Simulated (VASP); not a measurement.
KTaO3:

```
K Ta O
1.0
     3.94982    0.00000    0.00000
     0.00000    3.94982    0.00000
     0.00000    0.00000    3.94982
K Ta O
1 1 3
Direct
  0.50000 0.50000 0.50000
  0.00000 0.00000 0.00000
  0.50000 0.00000 0.00000
  0.00000 0.50000 0.00000
  0.00000 0.00000 0.50000
```

This cell differs from its parent crystal: volume changed by -3%.

Base run:

| Quantity | Value |
| --- | --- |
| Program | VASP 6.6.1 |
| Functional | r2SCAN |
| Potentials or basis | VASP PAW PBE potentials, release 64 (K_sv, Ta_pv, O) |
| Cutoff | 520 eV |
| k mesh | 6 × 6 × 6 |
| Occupations | gaussian, width 0.01 eV |
| Spin | no spin polarisation |

Its results: band gap on the k mesh 2.67 eV, indirect (least direct gap 3.31 eV); pressure 7.9 GPa.

Task: The run is repeated on the same cell with these changes: potentials or basis from VASP PAW PBE potentials, release 64 (K_sv, Ta_pv, O) to VASP PAW PBE potentials, release 64 (K_sv, Ta_sv_GW, O); cutoff from 520 eV to 660 eV; further incar settings from ALGO = Normal; EDIFF = 1e-06; NBANDS = 27 to ALGO = Normal; EDIFF = 1e-06; NBANDS = 28; valence electrons from 38 to 40. What comes out?

Result: Band gap on the k mesh 2.69 eV, indirect (least direct gap 3.33 eV); pressure 6.9 GPa.

Caveats: the PAW data sets were made with another functional, which shifts forces and pressure a little; spin-orbit coupling is left out, which moves the levels of the heavy elements.

A k mesh can miss the band edges.
